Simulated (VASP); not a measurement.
# Mo (Im-3m) in VASP: further runs

Runs on Mo. Level: PBEsol. Tasks: single point, relaxation of cell and atoms.

Program: VASP 6.6.1. These are calculated values, not measurements. Logs are shortened: lines on timing, memory, paths and dates and some standing lists are left out, and cuts for length are marked.

### 1 The cell of the first run

It takes space group Im-3m (No. 229, cubic). The conventional cell has a = 3.003 Å, b = 3.003 Å, c = 3.003 Å, α = 90.00°, β = 90.00°, γ = 90.00°. Mo (site symmetry m-3m) has 14 Mo at 2.60 to 3.00 Å within 3.4 Å.

### 2 Single point, PBEsol

File INCAR:

```
PREC = Accurate
ENCUT = 500
EDIFF = 1E-6
ISMEAR = -1
SIGMA = 0.15
LREAL = F
LASPH = T
NELM = 120
ALGO = Normal
ISIF = 2
LWAVE = F
LCHARG = T
GGA = PS
LELF = T
LVHAR = T
NBANDS = 13
GGA_COMPAT = F
```

File KPOINTS:

```
Automatic mesh
0
Gamma
  20 20 20
```

File POSCAR:

```
Mo
1.0
   -1.5012507810      1.5012507810      1.5012507810
    1.5012507810     -1.5012507810      1.5012507810
    1.5012507810      1.5012507810     -1.5012507810
Mo
1
Direct
    0.0000000000      0.0000000000      0.0000000000
```

Potentials or basis: VASP PAW PBE potentials, release 64 (Mo_sv).

Run with:

```console
$ cat potpaw_PBE.64/Mo_sv/POTCAR > POTCAR
$ mpirun -np 1 vasp_std > vasp.out
```

OUTCAR:

```text
PREC = Accurate
   ENCUT = 500
   EDIFF = 1E-6
   ISMEAR = -1
   LREAL = F
   LASPH = T
   NELM = 120
   ISIF = 2
   GGA = PS

 ion  position               nearest neighbor table
   1  0.000  0.000  0.000-

  LATTYP: Found a body centered cubic cell.
 ALAT       =     3.0025015620

  Lattice vectors:

 A1 = (  -1.5012507810,   1.5012507810,   1.5012507810)
 A2 = (   1.5012507810,  -1.5012507810,   1.5012507810)
 A3 = (   1.5012507810,   1.5012507810,  -1.5012507810)

Analysis of symmetry for initial positions (statically):
=====================================================================
 Subroutine PRICEL returns:
 Original cell was already a primitive cell.

 Routine SETGRP: Setting up the symmetry group for a
 body centered cubic supercell.

 Subroutine GETGRP returns: Found 48 space group operations
 (whereof 48 operations were pure point group operations)
 out of a pool of 48 trial point group operations.

The static configuration has the point symmetry O_h .

Analysis of symmetry for dynamics (positions and initial velocities):
=====================================================================
 Subroutine PRICEL returns:
 Original cell was already a primitive cell.

 Routine SETGRP: Setting up the symmetry group for a
 body centered cubic supercell.

 Subroutine GETGRP returns: Found 48 space group operations
 (whereof 48 operations were pure point group operations)
 out of a pool of 48 trial point group operations.

The dynamic configuration has the point symmetry O_h .

 Subroutine INISYM returns: Found 48 space group operations
 (whereof 48 operations are pure point group operations),
 and found     1 'primitive' translations

----------------------------------------------------------------------------------------

                                     Primitive cell

  volume of cell :      13.5338

  direct lattice vectors                    reciprocal lattice vectors
    -1.501250781  1.501250781  1.501250781     0.000000000  0.333055614  0.333055614
     1.501250781 -1.501250781  1.501250781     0.333055614  0.000000000  0.333055614
     1.501250781  1.501250781 -1.501250781     0.333055614  0.333055614  0.000000000

  length of vectors
     2.600242628  2.600242628  2.600242628     0.471011766  0.471011766  0.471011766

  position of ions in fractional coordinates (direct lattice)
     0.000000000  0.000000000  0.000000000

  ion indices of the primitive-cell ions
   primitive index   ion index
                 1           1

[... 77 lines left out ...]
   ISIF   =      2    stress and relaxation
   ISYM   =      2    0-nonsym 1-usesym 2-fastsym
   POTIM  = 0.5000    time-step for ionic-motion
   TEBEG  =    0.0;   TEEND  =   0.0 temperature during run
   PSTRESS=    0.0 pullay stress
   NELECT =      14.0000    total number of electrons
   NUPDOWN=      -1.0000    fix difference up-down
   EMIN   =  10.00;   EMAX   =-10.00  energy-range for DOS
   EFERMI =   0.00;   METHOD = LEGACY
   ISMEAR =    -1;   SIGMA  =   0.15  broadening in eV -4-tet -1-fermi 0-gaus
   EFERMI_NEDOS =   21; number of points for ismear=-14 and -15
   IALGO  =     38    algorithm
   IMIX   =      4    mixing-type and parameters
     AMIX     =   0.40;   BMIX     =  1.00
     AMIX_MAG =   1.60;   BMIX_MAG =  1.00
  volume/ion in A,a.u.               =      13.53        91.33
  Fermi-wavevector in a.u.,A,eV,Ry     =   1.655685  3.128790 37.297533  2.741291
  Thomas-Fermi vector in A             =   2.743738
   LORBIT       =      0    0 simple, 1 ext, 2 COOP (PROOUT), +10 PAW based schemes
   GGA     = PS    functional components
   LHFCALC =     F    Hartree Fock is set to
   AEXX    =    0.0000 exact exchange contribution
   IVDW    =     0    specifies the selected vdW correction
   LEPSILON=     F    determine dielectric tensor
   LRPA    =     F    only Hartree local field effects (RPA)
 non-spin polarized calculation
  energy-cutoff  :      500.00
  volume of cell :       13.53
 maximum number of plane-waves:       370
   NGX =  9   NGY =  9   NGZ =  9

 number of electron      14.0000003 magnetization

 Free energy of the ion-electron system (eV)
  ---------------------------------------------------
  ext. energy  EPLUGINS =         0.00000000
  ---------------------------------------------------
  free energy    TOTEN  =       -11.56557983 eV

  energy without entropy =      -11.52080787  energy(sigma->0) =      -11.54319385

 E-fermi :  14.9517     XC(G=0): -14.3597

 val. band max:       14.9447511563   @ k =  -0.2500   0.3500   0.1000
 cond. band min:      14.9703233757   @ k =  -0.3000   0.3000   0.1500
 fundamental gap:      0.0255722194
 Fermi energy:        14.9516791927

 k-point     1 :       0.0000    0.0000    0.0000
  band No.  band energies     occupation
      1     -46.3422      2.00000
      2     -19.2032      2.00000
      3     -19.2032      2.00000
      4     -19.2032      2.00000
      5       7.2361      2.00000
      6      13.2452      1.99998
      7      13.2452      1.99998
      8      13.2452      1.99998
      9      16.8350      0.00001
     10      16.8350      0.00001
     11      29.8950      0.00000
     12      29.8950      0.00000
     13      29.8950      0.00000
[... 354 lines left out ...]
  band No.  band energies     occupation
      1     -46.0189      2.00000
      2     -20.7017      2.00000
      3     -19.6884      2.00000
      4     -19.2972      2.00000
      5       9.6737      2.00000
      6      11.5414      2.00000
      7      13.1734      1.99999
      8      16.1028      0.00093
      9      17.5173      0.00000
     10      18.1160      0.00000
     11      29.9674      0.00000
     12      32.0139      0.00000
     13      35.6495      0.00000

 [... further k-points ...]

------------------------ aborting loop because EDIFF is reached ----------------------------------------

  FORCE on cell =-STRESS in cart. coord.  units (eV):
  Direction    XX          YY          ZZ          XY          YZ          ZX
  --------------------------------------------------------------------------------------
  -------------------------------------------------------------------------------------
  Total        3.8867572      3.8867572      3.8867572      0.0000000      0.0000000      0.0000000
  in kB      460.1275823    460.1275823    460.1275823      0.0000000      0.0000000      0.0000000
  external PRESSURE =     460.1275823 kB  Pullay stress =       0.0000000 kB

 VOLUME and BASIS-vectors are now :
 -----------------------------------------------------------------------------
  energy-cutoff  :      500.00
  volume of cell :       13.53
      direct lattice vectors                 reciprocal lattice vectors
    -1.501250781  1.501250781  1.501250781     0.000000000  0.333055614  0.333055614
     1.501250781 -1.501250781  1.501250781     0.333055614  0.000000000  0.333055614
     1.501250781  1.501250781 -1.501250781     0.333055614  0.333055614  0.000000000

 POSITION                                       TOTAL-FORCE (eV/Angst)
 -----------------------------------------------------------------------------------
      0.00000      0.00000      0.00000         0.000000      0.000000      0.000000
 -----------------------------------------------------------------------------------
    total drift:                                0.000000      0.000000      0.000000

  FREE ENERGIE OF THE ION-ELECTRON SYSTEM (eV)
  ---------------------------------------------------
  free  energy   TOTEN  =       -11.5655798281 eV

  energy  without entropy=      -11.5208078671  energy(sigma->0) =      -11.54319385
```

stdout:

```text
POSCAR found type information on POSCAR Mo
 POSCAR found :  1 types and       1 ions
 scaLAPACK will be used
 -----------------------------------------------------------------------------
|                                                                             |
|                                                                             |
|     You enforced a specific xc type in the INCAR file but a different       |
|     I HOPE YOU KNOW WHAT YOU ARE DOING!                                     |
|                                                                             |
 -----------------------------------------------------------------------------

 LDA part: xc-table for (Slater+PW92), standard interpolation
 POSCAR, INCAR and KPOINTS ok, starting setup
 FFT: planning ... GRIDC
 FFT: planning ... GRID_SOFT
 FFT: planning ... GRID
 WAVECAR not read
 entering main loop
```

Wall time 15 s (1 thread of Intel Xeon 6975P-C (Granite Rapids), shared host); peak memory 0.15 GiB.

Results:

```
Free energy            : -11.5656 eV
Pressure               : 46.0 GPa
Band gap on the k mesh : zero (band 7 reaches 19.83 eV, above the bottom of band 8 at 13.25 eV)
```

Caveat: the PAW data sets were made with another functional, which shifts forces and pressure a little.

### 3 Relaxation of cell and atoms, PBEsol, target pressure 45 GPa, at which the enthalpy is minimised

This run uses another cell than the first one, of 15.58 Å³/atom, 1.151 times its volume.

File INCAR:

```
ALGO = Normal ; EDIFF = 1E-7
EDIFFG = -0.002 ; ENCUT = 500
GGA = PS ; GGA_COMPAT = False
IBRION = 2 ; ISIF = 3
ISMEAR = 0 ; LASPH = True
LCHARG = False ; LREAL = False
LWAVE = False ; NELM = 120
NELMIN = 4 ; NSW = 100
PREC = Accurate ; PSTRESS = 450.0
SIGMA = 0.1
```

File KPOINTS:

```
k-points
0
Gamma
  18 18 18
```

File POSCAR:

```
Mo
1.0
   -1.5734150000      1.5734150000      1.5734150000
    1.5734150000     -1.5734150000      1.5734150000
    1.5734150000      1.5734150000     -1.5734150000
Mo
1
Direct
    0.0000000000      0.0000000000      0.0000000000
```

Potentials or basis: VASP PAW PBE potentials, release 64 (Mo_sv).

Run with:

```console
$ cat potpaw_PBE.64/Mo_sv/POTCAR > POTCAR
$ mpirun -np 1 vasp_std > vasp.out
```

OUTCAR:

```text
EDIFF = 1E-7
   EDIFFG = -0.002
   ENCUT = 500
   GGA = PS
   IBRION = 2
   ISIF = 3
   ISMEAR = 0
   LASPH = True
   LREAL = False
   NELM = 120
   NELMIN = 4
   NSW = 100
   PREC = Accurate
   PSTRESS = 450.0

 ion  position               nearest neighbor table
   1  0.000  0.000  0.000-

  LATTYP: Found a body centered cubic cell.
 ALAT       =     3.1468300000

  Lattice vectors:

 A1 = (  -1.5734150000,   1.5734150000,   1.5734150000)
 A2 = (   1.5734150000,  -1.5734150000,   1.5734150000)
 A3 = (   1.5734150000,   1.5734150000,  -1.5734150000)

Analysis of symmetry for initial positions (statically):
=====================================================================
[... 372 lines left out ...]
 fundamental gap:      0.0550546757
 Fermi energy:        14.9161176878

 k-point     1 :       0.0000    0.0000    0.0000
  band No.  band energies     occupation
      1     -46.4058      2.00000
      2     -19.2771      2.00000
      3     -19.2771      2.00000
      4     -19.2771      2.00000
      5       7.1894      2.00000
      6      13.1921      2.00000
      7      13.1921      2.00000
      8      13.1921      2.00000
      9      16.7692      0.00000
     10      16.7692      0.00000
     11      29.8403      0.00000
[... 309 lines left out ...]
 k-point    24 :       0.3889    0.1111    0.0000
  band No.  band energies     occupation
      1     -45.9401      2.00000
      2     -21.3183      2.00000
      3     -20.0212      2.00000
      4     -19.3990      2.00000
      5       9.1162      2.00000
      6      10.9264      2.00000
      7      15.1317      0.00230
      8      16.7362      0.00000
      9      18.1934      0.00000
     10      21.4401      0.00000
     11      27.9751      0.00000

 [... further k-points ...]

------------------------ aborting loop because EDIFF is reached ----------------------------------------

  FORCE on cell =-STRESS in cart. coord.  units (eV):
  Direction    XX          YY          ZZ          XY          YZ          ZX
  --------------------------------------------------------------------------------------
  -------------------------------------------------------------------------------------
  Total        3.8129216      3.8129216      3.8129216      0.0000000      0.0000000     -0.0000000
  in kB      450.0495384    450.0495384    450.0495384      0.0000000      0.0000000     -0.0000000
  external PRESSURE =       0.0495384 kB  Pullay stress =     450.0000000 kB
[... 20 lines left out ...]
  energy  without entropy=      -11.5511273907  energy(sigma->0) =      -11.55228935

  enthalpy is  TOTEN    =        -7.7409494064 eV   P V=        3.8125018946

 reached required accuracy - stopping structural energy minimisation
```

OSZICAR:

```text
N       E                     dE             d eps       ncg     rms          rms(c)
DAV:   1     0.852430780036E+02    0.85243E+02   -0.82218E+03  4341   0.127E+03
DAV:   2    -0.112565230624E+02   -0.96500E+02   -0.93295E+02  4713   0.332E+02
DAV:   3    -0.125390683343E+02   -0.12825E+01   -0.12741E+01  5010   0.381E+01
DAV:   4    -0.125423368945E+02   -0.32686E-02   -0.32681E-02  4665   0.226E+00
[... 121 lines left out ...]
DAV:   1    -0.115535360024E+02   -0.28601E-02   -0.22550E-03  4473   0.696E-01    0.133E-01
DAV:   2    -0.115534592518E+02    0.76751E-04   -0.15365E-04  4437   0.163E-01    0.230E-02
DAV:   3    -0.115534516827E+02    0.75692E-05   -0.28406E-05  4596   0.688E-02    0.192E-02
DAV:   4    -0.115534513080E+02    0.37465E-06   -0.49290E-07  4541   0.843E-03    0.103E-03
DAV:   5    -0.115534513011E+02    0.69642E-08   -0.40236E-08  2406   0.260E-03
  16 F= -.77409494E+01 E0= -.77397875E+01  d E =-.484086E-04
```

It took 85 s on 1 thread of Intel Xeon 6975P-C (Granite Rapids), shared host; peak memory 0.16 GiB.

What came out:

```yaml
Free_energy: -11.5535 eV
Relaxed_volume: 13.57 Å³/atom
Relaxed_cell: a = 2.603 Å, b = 2.603 Å, c = 2.603 Å, α = 109.47°, β = 109.47°, γ = 109.47°
Space_group_after_relaxing_to_0.05_Å: Im-3m (No. 229)
Energy_change_on_relaxing_the_enthalpy_is_what_falls: +221.8 meV/atom
Ionic_steps: 16
Pressure_after_relaxing: 45.0 GPa
Band_gap_on_the_k_mesh: zero (band 7 reaches 19.75 eV, above the bottom of band 8 at 13.19 eV)
```

Step by step:
| step | energy change (eV) | largest force (eV/Å) | pressure (GPa) | volume (Å³) |
| --- | --- | --- | --- | --- |
| 1 | 0.0000 | 0.0000 | -4.00 | 15.58 |
| 2 | 13.2360 | 0.0000 | 960.24 | 7.12 |
| 3 | 0.0969 | 0.0000 | 28.05 | 14.13 |
| 4 | 0.1587 | 0.0000 | 37.05 | 13.82 |
| 5 | 0.2229 | 0.0000 | 45.15 | 13.57 |
| 6 | 0.2123 | 0.0000 | 43.87 | 13.61 |
| 7 | 0.2132 | 0.0000 | 43.97 | 13.61 |
| 8 | 0.2158 | 0.0000 | 44.28 | 13.60 |
| 9 | 0.2158 | 0.0000 | 44.29 | 13.60 |
| 10 | 0.2160 | 0.0000 | 44.31 | 13.59 |
| 11 | 0.2163 | 0.0000 | 44.34 | 13.59 |
| 12 | 0.2168 | 0.0000 | 44.41 | 13.59 |
| 13 | 0.2179 | 0.0000 | 44.54 | 13.59 |
| 14 | 0.2201 | 0.0000 | 44.80 | 13.58 |
| 15 | 0.2246 | 0.0000 | 45.33 | 13.56 |
| 16 | 0.2218 | 0.0000 | 45.00 | 13.57 |

Final structure:
```
Mo
1.0
    -1.50274    1.50274    1.50274
     1.50274   -1.50274    1.50274
     1.50274    1.50274   -1.50274
Mo
1
Cartesian
  0.0000 0.0000 0.0000
```

Levels at points of the mesh, in eV from the Fermi level:
```tsv
k point	band 5	band 6	band 7	band 8	band 9	band 10
(0.00, 0.00, 0.00)	-7.73	-1.72	-1.72	-1.72	1.85	1.85
(0.50, 0.00, 0.00)	-6.31	-4.20	1.99	2.23	2.75	5.81
(0.50, 0.50, 0.50)	-6.71	-6.71	4.83	4.83	4.83	10.18
```

Caveat: the cell is relaxed towards a set pressure, so the enthalpy falls and the energy may rise; the PAW data sets were made with another functional, which shifts forces and pressure a little.

### 4 Relaxation of cell and atoms, PBEsol, target pressure 45 GPa, at which the enthalpy is minimised

File INCAR:

```
SYSTEM = Mo
ALGO = Normal ; EDIFF = 1E-7
EDIFFG = -0.002 ; ENCUT = 500
GGA = PS ; GGA_COMPAT = .False.
IBRION = 2 ; ISIF = 3
ISMEAR = 0 ; LASPH = .True.
LCHARG = .False. ; LREAL = .False.
LWAVE = .False. ; NELM = 120
NELMIN = 4 ; NSW = 100
PREC = Accurate ; PSTRESS = 450.0
SIGMA = 0.1
```

File KPOINTS:

```
k-points
0
Gamma
  20 20 20
  0 0 0
```

File POSCAR:

```
Mo
1.0
   -1.5017102449      1.5017102449      1.5017102449
    1.5017102449     -1.5017102449      1.5017102449
    1.5017102449      1.5017102449     -1.5017102449
Mo
1
Direct
    0.0000000000      0.0000000000      0.0000000000
```

Run with:

```console
$ cat potpaw_PBE.64/Mo_sv/POTCAR > POTCAR
$ mpirun -np 1 vasp_std > vasp.out
```

Run time: 29 s. Hardware: 1 thread of Intel Xeon 6975P-C (Granite Rapids), shared host; peak memory 0.15 GiB.

The run converged. Its results:

| Property | Result |
| --- | --- |
| Free energy | -11.5522 eV |
| Relaxed volume | 13.56 Å³/atom |
| Relaxed cell | a = 2.602 Å, b = 2.602 Å, c = 2.602 Å, α = 109.47°, β = 109.47°, γ = 109.47° |
| Space group after relaxing (to 0.05 Å) | Im-3m (No. 229) |
| Energy change on relaxing (the enthalpy is what falls) | -4.2 meV/atom |
| Ionic steps | 3 |
| Pressure after relaxing | 45.0 GPa |
| Band gap on the k mesh | zero (band 7 reaches 19.78 eV, above the bottom of band 8 at 13.21 eV) |

Step by step:
| step | energy change (eV) | largest force (eV/Å) | pressure (GPa) | volume (Å³) |
| --- | --- | --- | --- | --- |
| 1 | 0.0000 | 0.0000 | 45.49 | 13.55 |
| 2 | -0.0225 | 0.0000 | 42.81 | 13.63 |
| 3 | -0.0042 | 0.0000 | 45.00 | 13.56 |

Final structure:
```
Mo
1.0
    -1.50225    1.50225    1.50225
     1.50225   -1.50225    1.50225
     1.50225    1.50225   -1.50225
Mo
1
Direct
  0.00000 0.00000 0.00000
```

Levels at points of the mesh, in eV from the Fermi level:
```csv
k point,band 4,band 5,band 6,band 7,band 8,band 9,band 10,band 11
"(0.00, 0.00, 0.00)",-34.19,-7.74,-1.73,-1.73,-1.73,1.85,1.85,14.92
"(0.50, 0.00, 0.00)",-34.21,-6.32,-4.21,1.99,2.23,2.75,5.82,12.13
"(0.50, 0.50, 0.50)",-35.66,-6.72,-6.72,4.84,4.84,4.84,10.18,10.18
```

Caveat: the cell is relaxed towards a set pressure, so the enthalpy falls and the energy may rise; the PAW data sets were made with another functional, which shifts forces and pressure a little.

### 5 Summary

| task | cell | k mesh | smearing | gap on the mesh (eV) | pressure (GPa) |
| --- | --- | --- | --- | --- | --- |
| single point | a = 2.600 Å, angles 109.5°, 1 atom | 20 × 20 × 20 | fermi-dirac 0.15 eV | none | 46.0 |
| relaxation of cell and atoms | relaxed to 45 GPa from a = 2.725 Å, angles 109.5°, 1 atom | 18 × 18 × 18 | gaussian 0.1 eV | none | 45.0 |
| relaxation of cell and atoms | relaxed to 45 GPa from a = 2.601 Å, angles 109.5°, 1 atom | 20 × 20 × 20 | gaussian 0.1 eV | none | 45.0 |

Alike in all rows: level PBEsol; potentials or basis VASP PAW PBE potentials, release 64 (Mo_sv); no spin polarisation; cutoff (eV) 500.

Caveats: the PAW data sets were made with another functional, which shifts forces and pressure a little; the cell is relaxed towards a set pressure, so the enthalpy falls and the energy may rise (some runs).

Total energies depend on the potentials used, so only differences within one code and one set of settings carry meaning.
